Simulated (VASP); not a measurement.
Input of a VASP 6.6.1 run:

INCAR

```
SYSTEM = Al32Au
PREC = Accurate
ENCUT = 520
EDIFF = 1E-7
ISMEAR = 0
SIGMA = 0.1
LREAL = Auto
LASPH = .TRUE.
NELM = 100
ALGO = Normal
ISIF = 2
LWAVE = .FALSE.
LCHARG = .FALSE.
GGA = PE
IVDW = 12
NBANDS = 76
```

KPOINTS

```
Automatic mesh
0
G
  3 3 3
  0 0 0
```

POSCAR

```
Al32Au
1.0
    8.1000000000      0.0000000000      0.0000000000
    0.0000000000      8.1000000000      0.0000000000
    0.0000000000      0.0000000000      8.1000000000
Al Au
32 1
Direct
    0.4941346963      0.0058964532     -0.0062730077
    0.7462576525      0.2538230576     -0.0168504918
    0.7459732661      0.0577296269      0.2457076721
   -0.0016174994      0.0055691732     -0.0058165193
    0.2461362436      0.2538992904     -0.0078165392
    0.4944593531      0.5016466955     -0.0058218016
    0.7458555107      0.7541868274     -0.0579733821
    0.2462480597      0.0166967538      0.2459845441
    0.4833481490      0.2537953418      0.2459784045
    0.7461981078      0.4499269559      0.2459957914
    0.4943683440      0.0056718033      0.4984755335
    0.7461996041      0.2537248479      0.5086234539
    0.7461484088      0.0167340798      0.7459057824
   -0.0022404790      0.5022747998     -0.0056467995
    0.2462196162      0.7537727440     -0.0168553457
    0.0088002883      0.2537555082      0.2459161478
    0.2462754107      0.4912358158      0.2459149535
    0.4423126240      0.7540659314      0.2457103927
   -0.0021380499      0.0052430166      0.4976615519
    0.2462272113      0.2538072839      0.5002324337
    0.4948058800      0.5021665241      0.4976656979
    0.7461306749      0.7539038391      0.5498771725
    0.2461054317      0.0074389978      0.7458710269
    0.4925964314      0.2539308086      0.7458732519
    0.7461598607      0.4911443316      0.7460612555
    0.0501147004      0.7538384165      0.2459929469
   -0.0017908333      0.5018243370      0.4980635317
    0.2463084433      0.7538389544      0.5086188192
    0.0006320959      0.2537954369      0.7459787087
    0.2462408995      0.4994022318      0.7459805817
    0.4833045845      0.7538892235      0.7459094935
    0.0088886450      0.7538796245      0.7460615014
    0.7462284678      0.7538167677      0.2460215374
```

Potentials or basis: VASP PAW PBE potentials, release 64 (Al, Au).

Command:

```sh
$ cat potpaw_PBE.64/Al/POTCAR potpaw_PBE.64/Au/POTCAR > POTCAR
$ mpirun -np 1 vasp_std > vasp.out
```

Question: What does it give for the dispersion energy per atom?

Answer: -0.354 eV.

Question: Predict the pressure.

Answer: 1.3 GPa.

Forces in eV/Å, atoms in the order of the input:
```
Al  -0.001  0.001  0.005
Al   0.007  0.002 -0.006
Al  -0.001 -0.017  0.004
Al  -0.007  0.006 -0.005
Al   0.002 -0.002 -0.004
Al  -0.006  0.007 -0.004
Al   0.005 -0.005  0.019
Al  -0.002  0.003  0.006
Al  -0.004  0.001  0.006
Al  -0.001  0.009 -0.001
Al  -0.005  0.005 -0.021
Al   0.009  0.003  0.008
Al   0.012  0.005  0.001
Al   0.010 -0.009 -0.009
Al  -0.002 -0.007 -0.006
Al   0.014  0.003  0.007
Al  -0.003 -0.014  0.007
Al   0.016  0.001  0.005
Al   0.006  0.016  0.005
Al   0.002 -0.002 -0.019
Al  -0.017 -0.006  0.004
Al   0.003 -0.003 -0.007
Al   0.001  0.015  0.004
Al  -0.015 -0.002  0.004
Al   0.009 -0.007 -0.003
Al  -0.009  0.001 -0.001
Al  -0.005  0.005 -0.007
Al  -0.003 -0.009  0.008
Al  -0.025 -0.004  0.003
Al   0.003  0.025  0.003
Al  -0.005 -0.011  0.001
Al   0.008 -0.009 -0.002
Au   0.001 -0.001 -0.005
```
